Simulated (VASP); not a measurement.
# LiCl (I4/mmm) in VASP: a series of runs, part 2 of 2

VASP 6.6.1. Earlier steps stand in the parts before.

**3. Single point, r2SCAN (strain -0.050 along x and y, +0.000 along z)**

The input, POSCAR:

```
LiCl
1.0
    0.0000000000      2.4365220000      2.5647600000
    2.4365220000      0.0000000000      2.5647600000
    2.4365220000      2.4365220000      0.0000000000
Li Cl
1 1
Direct
    0.0000000000      0.0000000000      0.0000000000
    0.5000000000      0.5000000000      0.5000000000
```

The input, INCAR.step1:

```
SYSTEM = LiCl
PREC = Accurate ; ENCUT = 520
ISMEAR = 0 ; SIGMA = 0.05
LREAL = .False. ; LASPH = .True.
NELM = 100 ; NBANDS = 12
GGA = PE ; ALGO = Normal
EDIFF = 1E-4 ; LWAVE = .True.
LCHARG = .False.
```

The input, INCAR.step2:

```
SYSTEM = LiCl
PREC = Accurate ; ENCUT = 520
EDIFF = 1E-7 ; ISMEAR = 0
SIGMA = 0.05 ; LREAL = .False.
LASPH = .True. ; NELM = 100
ALGO = Normal ; ISIF = 2
LWAVE = .False. ; LCHARG = .False.
METAGGA = R2SCAN ; LMIXTAU = .True.
NBANDS = 12 ; ISTART = 1
```

The input, KPOINTS:

```
regular mesh
0
Gamma
  8 8 8
  0 0 0
```

Potentials or basis: VASP PAW PBE potentials, release 64 (Li_sv, Cl).

Launch:

```
$ cat potpaw_PBE.64/Li_sv/POTCAR potpaw_PBE.64/Cl/POTCAR > POTCAR
$ cp INCAR.step1 INCAR
$ mpirun -np 1 vasp_std > vasp.out
$ cp INCAR.step2 INCAR
$ mpirun -np 1 vasp_std > vasp.out
```

OUTCAR:

```text
SYSTEM = LiCl
   PREC = Accurate
   ENCUT = 520
   EDIFF = 1E-7
   ISMEAR = 0
   LREAL = .False.
   LASPH = .True.
   NELM = 100
   ISIF = 2
   METAGGA = R2SCAN
   ISTART = 1

 ion  position               nearest neighbor table
   1  0.000  0.000  0.000-   2 2.44   2 2.44   2 2.44   2 2.44   2 2.56   2 2.56
   2  0.500  0.500  0.500-   1 2.44   1 2.44   1 2.44   1 2.44   1 2.56   1 2.56

  LATTYP: Found a body centered tetragonal cell.
 ALAT       =     3.4457624574
 C/A-ratio  =     1.4886458551

  Lattice vectors:

 A1 = (  -2.4365220000,   0.0000000000,   2.5647600000)
 A2 = (   2.4365220000,   0.0000000000,   2.5647600000)
 A3 = (   0.0000000000,   2.4365220000,  -2.5647600000)

Analysis of symmetry for initial positions (statically):
=====================================================================
 Subroutine PRICEL returns:
 Original cell was already a primitive cell.

 Routine SETGRP: Setting up the symmetry group for a
 body centered tetragonal supercell.

 Subroutine GETGRP returns: Found 16 space group operations
 (whereof 16 operations were pure point group operations)
 out of a pool of 16 trial point group operations.

The static configuration has the point symmetry D_4h.

Analysis of symmetry for dynamics (positions and initial velocities):
=====================================================================
 Subroutine PRICEL returns:
 Original cell was already a primitive cell.

 Routine SETGRP: Setting up the symmetry group for a
 body centered tetragonal supercell.

 Subroutine GETGRP returns: Found 16 space group operations
 (whereof 16 operations were pure point group operations)
 out of a pool of 16 trial point group operations.

The dynamic configuration has the point symmetry D_4h.

 Subroutine INISYM returns: Found 16 space group operations
 (whereof 16 operations are pure point group operations),
 and found     1 'primitive' translations

----------------------------------------------------------------------------------------
[... 117 lines left out ...]
   LORBIT       =      0    0 simple, 1 ext, 2 COOP (PROOUT), +10 PAW based schemes
   METAGGA = R2SCAN    functional components
   LHFCALC =     F    Hartree Fock is set to
   AEXX    =    0.0000 exact exchange contribution
   IVDW    =     0    specifies the selected vdW correction
   LEPSILON=     F    determine dielectric tensor
   LRPA    =     F    only Hartree local field effects (RPA)
 non-spin polarized calculation
 Gauss-broadening in eV      SIGMA  =   0.05
  energy-cutoff  :      520.00
  volume of cell :       30.45
 maximum number of plane-waves:       835
 NGX is ok and might be reduce to    28
   NGX = 13   NGY = 13   NGZ = 13

 number of electron       9.9999996 magnetization

 Free energy of the ion-electron system (eV)
  ---------------------------------------------------
  ext. energy  EPLUGINS =         0.00000000
  ---------------------------------------------------
  free energy    TOTEN  =       -12.55069675 eV

  energy without entropy =      -12.55069675  energy(sigma->0) =      -12.55069675

 E-fermi :   1.4925     XC(G=0):  -9.6410

 val. band max:        1.0968041456   @ k =   0.0000   0.0000   0.0000
 cond. band min:       8.6486670865   @ k =   0.5000   0.0000   0.0000
 fundamental gap:      7.5518629409
 Fermi energy:         1.4924895116

 k-point     1 :       0.0000    0.0000    0.0000
  band No.  band energies     occupation
      1     -43.6753      2.00000
      2     -13.3677      2.00000
      3       0.9683      2.00000
      4       0.9683      2.00000
      5       1.0968      2.00000
      6       9.0258      0.00000
      7      13.4386      0.00000
      8      13.9228      0.00000
      9      13.9228      0.00000
     10      16.2365      0.00000
     11      16.7756      0.00000
     12      17.0899      0.00000
[... 331 lines left out ...]
 k-point    24 :       0.3750    0.0000    0.1250
  band No.  band energies     occupation
      1     -43.6714      2.00000
      2     -12.7634      2.00000
      3      -1.5513      2.00000
      4       0.4520      2.00000
      5       0.4887      2.00000
      6       9.7514      0.00000
      7      11.6037      0.00000
      8      12.5990      0.00000
      9      13.5029      0.00000
     10      16.8000      0.00000
     11      18.7345      0.00000
     12      20.1251      0.00000

 [... further k-points ...]
[... 5 lines left out ...]
  --------------------------------------------------------------------------------------
  -------------------------------------------------------------------------------------
  Total        0.9210045      0.9210045      0.2879464      0.0000000     -0.0000000     -0.0000000
  in kB       48.4568206     48.4568206     15.1497269      0.0000000     -0.0000000     -0.0000000
  external PRESSURE =      37.3544560 kB  Pullay stress =       0.0000000 kB

 VOLUME and BASIS-vectors are now :
 -----------------------------------------------------------------------------
  energy-cutoff  :      520.00
  volume of cell :       30.45
      direct lattice vectors                 reciprocal lattice vectors
     0.000000000  2.436522000  2.564760000    -0.205210542  0.205210542  0.194950015
     2.436522000  0.000000000  2.564760000     0.205210542 -0.205210542  0.194950015
     2.436522000  2.436522000  0.000000000     0.205210542  0.205210542 -0.194950015

 POSITION                                       TOTAL-FORCE (eV/Angst)
 -----------------------------------------------------------------------------------
      0.00000      0.00000      0.00000         0.000000      0.000000      0.000000
      2.43652      2.43652      2.56476        -0.000000     -0.000000     -0.000000
 -----------------------------------------------------------------------------------
    total drift:                                0.000000      0.000000      0.000000

  FREE ENERGIE OF THE ION-ELECTRON SYSTEM (eV)
  ---------------------------------------------------
  free  energy   TOTEN  =       -12.5506967519 eV

  energy  without entropy=      -12.5506967519  energy(sigma->0) =      -12.55069675
```

OUTCAR.step1:

```text
SYSTEM = LiCl
   PREC = Accurate
   ENCUT = 520
   ISMEAR = 0
   LREAL = .False.
   LASPH = .True.
[... 585 lines left out ...]
      0.00000      0.00000      0.00000         0.000000      0.000000      0.000000
      2.43652      2.43652      2.56476        -0.000000     -0.000000     -0.000000
 -----------------------------------------------------------------------------------
    total drift:                                0.000000      0.000000      0.000000

  FREE ENERGIE OF THE ION-ELECTRON SYSTEM (eV)
  ---------------------------------------------------
  free  energy   TOTEN  =        -7.3281189193 eV

  energy  without entropy=       -7.3281189193  energy(sigma->0) =       -7.32811892
```

Run time: 3.3 min. Hardware: 1 thread of Intel Xeon 8259CL, shared host; peak memory 0.17 GiB.

What came out:

```yaml
Free_energy: -12.5507 eV
Band_gap_on_the_k_mesh: 7.55 eV (least direct gap 7.87 eV)
```

Caveat: the cell differs from its parent crystal (strain -0.050 along x and y, +0.000 along z); the cutoff is under 1.25 times the usual one of these potentials, so pressure, stress and relaxed cells hold a basis-set (Pulay) error; the PAW data sets were made with another functional, which shifts forces and pressure a little. A k mesh can miss the band edges.

**4. Single point, r2SCAN (strain -0.025 along x and y, -0.050 along z)**

The input, POSCAR:

```
LiCl
1.0
    0.0000000000      2.5006410000      2.4365220000
    2.5006410000      0.0000000000      2.4365220000
    2.5006410000      2.5006410000      0.0000000000
Li Cl
1 1
Direct
    0.0000000000      0.0000000000      0.0000000000
    0.5000000000      0.5000000000      0.5000000000
```

The input, INCAR.step1:

```
SYSTEM = LiCl
PREC = Accurate
ENCUT = 520
ISMEAR = 0
SIGMA = 0.05
LREAL = .FALSE.
LASPH = .TRUE.
NELM = 60
NBANDS = 12
GGA = PE
ALGO = Normal
EDIFF = 1E-4
LWAVE = .TRUE.
LCHARG = .FALSE.
```

The input, INCAR.step2:

```
SYSTEM = LiCl
PREC = Accurate
ENCUT = 520
EDIFF = 1E-6
ISMEAR = 0
SIGMA = 0.05
LREAL = .FALSE.
LASPH = .TRUE.
NELM = 60
ALGO = Normal
ISIF = 2
LWAVE = .FALSE.
LCHARG = .TRUE.
METAGGA = R2SCAN
LMIXTAU = .TRUE.
LELF = .TRUE.
LVHAR = .TRUE.
NBANDS = 12
ISTART = 1
```

The input, KPOINTS:

```
regular mesh
0
G
  8 8 8
  0 0 0
```

Launch:

```
$ cat potpaw_PBE.64/Li_sv/POTCAR potpaw_PBE.64/Cl/POTCAR > POTCAR
$ cp INCAR.step1 INCAR
$ mpirun -np 1 vasp_std > vasp.out
$ cp INCAR.step2 INCAR
$ mpirun -np 1 vasp_std > vasp.out
```

Run time: 3.2 min. Hardware: 1 thread of Intel Xeon 8259CL, shared host; peak memory 0.17 GiB.

It converged, with:

```
Free energy            : -12.5591 eV
Band gap on the k mesh : 7.62 eV (least direct gap 7.93 eV)
```

Levels at points of the mesh, in eV from the valence-band top:
```tsv
k point	band 3	band 4	band 5	band 6	band 7	band 8
(0.00, 0.00, 0.00)	-0.08	0.00	0.00	7.99	12.62	12.62
(0.50, 0.00, 0.00)	-3.31	-0.39	-0.31	7.62	10.20	10.45
(0.50, 0.50, 0.00)	-3.46	-1.43	-1.43	8.64	8.97	14.81
(0.50, 0.00, 0.50)	-3.47	-1.43	-1.23	8.77	9.05	14.40
```

Caveat: the cell differs from its parent crystal (strain -0.025 along x and y, -0.050 along z); the cutoff is under 1.25 times the usual one of these potentials, so pressure, stress and relaxed cells hold a basis-set (Pulay) error; the PAW data sets were made with another functional, which shifts forces and pressure a little. A k mesh can miss the band edges.

**5. Single point, r2SCAN (strain -0.025 along x and y, +0.000 along z)**

The input, POSCAR:

```
LiCl
1.0
    0.0000000000      2.5006410000      2.5647600000
    2.5006410000      0.0000000000      2.5647600000
    2.5006410000      2.5006410000      0.0000000000
Li Cl
1 1
Direct
    0.0000000000      0.0000000000      0.0000000000
    0.5000000000      0.5000000000      0.5000000000
```

The input, INCAR.step1:

```
SYSTEM = LiCl
PREC     = Accurate       ! precision mode
ENCUT    = 520            ! plane-wave cutoff, eV
ISMEAR   = 0              ! smearing method
SIGMA    = 0.05           ! smearing width, eV
LREAL    = .FALSE.        ! projectors in reciprocal space
LASPH    = .TRUE.         ! aspherical terms in the spheres
NELM     = 60             ! most SCF steps
NBANDS   = 12             ! bands
GGA      = PE             ! functional
ALGO     = Normal         ! electronic algorithm
EDIFF    = 1E-4           ! SCF threshold, eV
LWAVE    = .TRUE.         ! write WAVECAR
LCHARG   = .FALSE.        ! write CHGCAR
```

The input, INCAR.step2:

```
SYSTEM = LiCl
PREC     = Accurate       ! precision mode
ENCUT    = 520            ! plane-wave cutoff, eV
EDIFF    = 1E-7           ! SCF threshold, eV
ISMEAR   = 0              ! smearing method
SIGMA    = 0.05           ! smearing width, eV
LREAL    = .FALSE.        ! projectors in reciprocal space
LASPH    = .TRUE.         ! aspherical terms in the spheres
NELM     = 60             ! most SCF steps
ALGO     = Normal         ! electronic algorithm
ISIF     = 2              ! what is computed and relaxed
LWAVE    = .FALSE.        ! write WAVECAR
LCHARG   = .FALSE.        ! write CHGCAR
METAGGA  = R2SCAN         ! meta-GGA
LMIXTAU  = .TRUE.       
NBANDS   = 12             ! bands
ISTART   = 1
```

KPOINTS is that of step 4.

Launch:

```
$ cat potpaw_PBE.64/Li_sv/POTCAR potpaw_PBE.64/Cl/POTCAR > POTCAR
$ cp INCAR.step1 INCAR
$ mpirun -np 1 vasp_std > vasp.out
$ cp INCAR.step2 INCAR
$ mpirun -np 1 vasp_std > vasp.out
```

Wall time 3.3 min (1 thread of Intel Xeon 8259CL, shared host); peak memory 0.17 GiB.

Results (log left out):

```yaml
Free_energy: -12.5832 eV
Band_gap_on_the_k_mesh: 7.55 eV (least direct gap 7.59 eV)
```

Levels at points of the mesh, in eV from the valence-band top:
```tsv
k point	band 2	band 3	band 4	band 5	band 6	band 7	band 8	band 9
(0.00, 0.00, 0.00)	-14.22	-0.07	-0.07	0.00	7.59	12.51	12.74	12.74
(0.50, 0.00, 0.00)	-13.56	-3.10	-0.38	-0.30	7.55	10.19	10.40	14.74
(0.50, 0.50, 0.00)	-13.31	-3.22	-1.21	-1.21	8.89	8.92	13.76	15.95
(0.50, 0.00, 0.50)	-13.26	-3.22	-1.39	-1.21	8.77	8.84	14.14	15.45
```

Caveat: the cell differs from its parent crystal (strain -0.025 along x and y, +0.000 along z); the cutoff is under 1.25 times the usual one of these potentials, so pressure, stress and relaxed cells hold a basis-set (Pulay) error; the PAW data sets were made with another functional, which shifts forces and pressure a little. A k mesh can miss the band edges.

**6. Single point, r2SCAN (strain +0.000 along x and y, -0.025 along z)**

The input, POSCAR:

```
LiCl
1.0
    0.0000000000      2.5647600000      2.5006410000
    2.5647600000      0.0000000000      2.5006410000
    2.5647600000      2.5647600000      0.0000000000
Li Cl
1 1
Direct
    0.0000000000      0.0000000000      0.0000000000
    0.5000000000      0.5000000000      0.5000000000
```

The input, INCAR.step1:

```
SYSTEM = LiCl
PREC = Accurate
ENCUT = 520
ISMEAR = 0
SIGMA = 0.05
LREAL = .FALSE.
LASPH = .TRUE.
NELM = 100
NBANDS = 12
GGA = PE
ALGO = Normal
EDIFF = 1E-4
LWAVE = .TRUE.
LCHARG = .FALSE.
```

The input, INCAR.step2:

```
SYSTEM = LiCl
PREC = Accurate
ENCUT = 520
EDIFF = 1E-7
ISMEAR = 0
SIGMA = 0.05
LREAL = .FALSE.
LASPH = .TRUE.
NELM = 100
ALGO = Normal
ISIF = 2
LWAVE = .FALSE.
LCHARG = .FALSE.
METAGGA = R2SCAN
LMIXTAU = .TRUE.
NBANDS = 12
ISTART = 1
```

The input, KPOINTS:

```
Automatic mesh
0
G
  8 8 8
  0 0 0
```

Potentials or basis: VASP PAW PBE potentials, release 64 (Li_sv, Cl).

Launch:

```
$ cat potpaw_PBE.64/Li_sv/POTCAR potpaw_PBE.64/Cl/POTCAR > POTCAR
$ cp INCAR.step1 INCAR
$ mpirun -np 1 vasp_std > vasp.out
$ cp INCAR.step2 INCAR
$ mpirun -np 1 vasp_std > vasp.out
```

OUTCAR:

```text
SYSTEM = LiCl
   PREC = Accurate
   ENCUT = 520
   EDIFF = 1E-7
   ISMEAR = 0
   LREAL = .FALSE.
   LASPH = .TRUE.
   NELM = 100
   ISIF = 2
   METAGGA = R2SCAN
   ISTART = 1

 ion  position               nearest neighbor table
   1  0.000  0.000  0.000-   2 2.50   2 2.50   2 2.56   2 2.56   2 2.56   2 2.56
   2  0.500  0.500  0.500-   1 2.50   1 2.50   1 2.56   1 2.56   1 2.56   1 2.56

  LATTYP: Found a body centered tetragonal cell.
 ALAT       =     3.6271183762
 C/A-ratio  =     1.3788582233

  Lattice vectors:

 A1 = (   0.0000000000,  -2.5647600000,  -2.5006410000)
 A2 = (   0.0000000000,   2.5647600000,  -2.5006410000)
 A3 = (   2.5647600000,   0.0000000000,   2.5006410000)

Analysis of symmetry for initial positions (statically):
=====================================================================
 Subroutine PRICEL returns:
 Original cell was already a primitive cell.

 Routine SETGRP: Setting up the symmetry group for a
 body centered tetragonal supercell.

 Subroutine GETGRP returns: Found 16 space group operations
 (whereof 16 operations were pure point group operations)
 out of a pool of 16 trial point group operations.

The static configuration has the point symmetry D_4h.

[... 168 lines left out ...]
  band No.  band energies     occupation
      1     -44.3951      2.00000
      2     -13.6935      2.00000
      3       0.3306      2.00000
      4       0.4074      2.00000
      5       0.4074      2.00000
      6       7.8449      0.00000
      7      12.9952      0.00000
      8      12.9952      0.00000
      9      13.2173      0.00000
     10      15.6301      0.00000
     11      16.2182      0.00000
     12      16.2186      0.00000
[... 331 lines left out ...]
 k-point    24 :       0.3750   -0.0000    0.1250
  band No.  band energies     occupation
      1     -44.3926      2.00000
      2     -13.1911      2.00000
      3      -1.8970      2.00000
      4      -0.1248      2.00000
      5      -0.0665      2.00000
      6       8.9586      0.00000
      7      10.7649      0.00000
      8      12.0316      0.00000
      9      12.5503      0.00000
     10      15.7991      0.00000
     11      17.6401      0.00000
     12      18.7258      0.00000

 [... further k-points ...]
[... 5 lines left out ...]
  --------------------------------------------------------------------------------------
  -------------------------------------------------------------------------------------
  Total       -0.0591697     -0.0591697      0.1671521      0.0000000      0.0000000      0.0000000
  in kB       -2.8816093     -2.8816093      8.1404373      0.0000000      0.0000000      0.0000000
  external PRESSURE =       0.7924063 kB  Pullay stress =       0.0000000 kB

 VOLUME and BASIS-vectors are now :
 -----------------------------------------------------------------------------
  energy-cutoff  :      520.00
  volume of cell :       32.90
      direct lattice vectors                 reciprocal lattice vectors
     0.000000000  2.564760000  2.500641000    -0.194950015  0.194950015  0.199948733
     2.564760000  0.000000000  2.500641000     0.194950015 -0.194950015  0.199948733
     2.564760000  2.564760000  0.000000000     0.194950015  0.194950015 -0.199948733

 POSITION                                       TOTAL-FORCE (eV/Angst)
 -----------------------------------------------------------------------------------
      0.00000      0.00000      0.00000        -0.000000     -0.000000      0.000000
      2.56476      2.56476      2.50064         0.000000      0.000000      0.000000
 -----------------------------------------------------------------------------------
    total drift:                                0.000000      0.000000      0.000000

  FREE ENERGIE OF THE ION-ELECTRON SYSTEM (eV)
  ---------------------------------------------------
  free  energy   TOTEN  =       -12.5865733568 eV

  energy  without entropy=      -12.5865733568  energy(sigma->0) =      -12.58657336
```

OUTCAR.step1:

```text
SYSTEM = LiCl
   PREC = Accurate
   ENCUT = 520
   ISMEAR = 0
   LREAL = .FALSE.
   LASPH = .TRUE.
[... 582 lines left out ...]
      0.00000      0.00000      0.00000         0.000000      0.000000      0.000000
      2.56476      2.56476      2.50064        -0.000000     -0.000000      0.000000
 -----------------------------------------------------------------------------------
    total drift:                                0.000000      0.000000      0.000000

  FREE ENERGIE OF THE ION-ELECTRON SYSTEM (eV)
  ---------------------------------------------------
  free  energy   TOTEN  =        -7.3796581288 eV

  energy  without entropy=       -7.3796581288  energy(sigma->0) =       -7.37965813
```

Run time: 3.2 min. Hardware: 1 thread of Intel Xeon 8259CL, shared host; peak memory 0.17 GiB.

Results:

* Free energy: -12.5866 eV
* Band gap on the k mesh: 7.44 eV

Caveat: the cell differs from its parent crystal (strain +0.000 along x and y, -0.025 along z); the cutoff is under 1.25 times the usual one of these potentials, so pressure, stress and relaxed cells hold a basis-set (Pulay) error; the PAW data sets were made with another functional, which shifts forces and pressure a little. A k mesh can miss the band edges.

**7. Summary**

| cell | gap on the mesh (eV) |
| --- | --- |
| a = 3.491, b = 3.491, c = 3.446 Å, angles 60.4, 60.4, 59.1°, 2 atoms | 7.63 |
| a = 3.538, b = 3.538, c = 3.446 Å, angles 60.9, 60.9, 58.3°, 2 atoms | 7.55 |
| a = 3.491, b = 3.491, c = 3.536 Å, angles 59.6, 59.6, 60.9°, 2 atoms | 7.62 |
| a = 3.582, b = 3.582, c = 3.536 Å, angles 60.4, 60.4, 59.2°, 2 atoms | 7.55 |
| a = 3.582, b = 3.582, c = 3.627 Å, angles 59.6, 59.6, 60.8°, 2 atoms | 7.44 |

Alike in all rows: task single point; level r2SCAN; potentials or basis VASP PAW PBE potentials, release 64 (Li_sv, Cl); no spin polarisation; k mesh 8 × 8 × 8; cutoff (eV) 520; smearing gaussian 0.05 eV.

Caveats: the cutoff is under 1.25 times the usual one of these potentials, so pressure, stress and relaxed cells hold a basis-set (Pulay) error; the PAW data sets were made with another functional, which shifts forces and pressure a little.

Absolute energies hang on the potentials; compare differences alone.
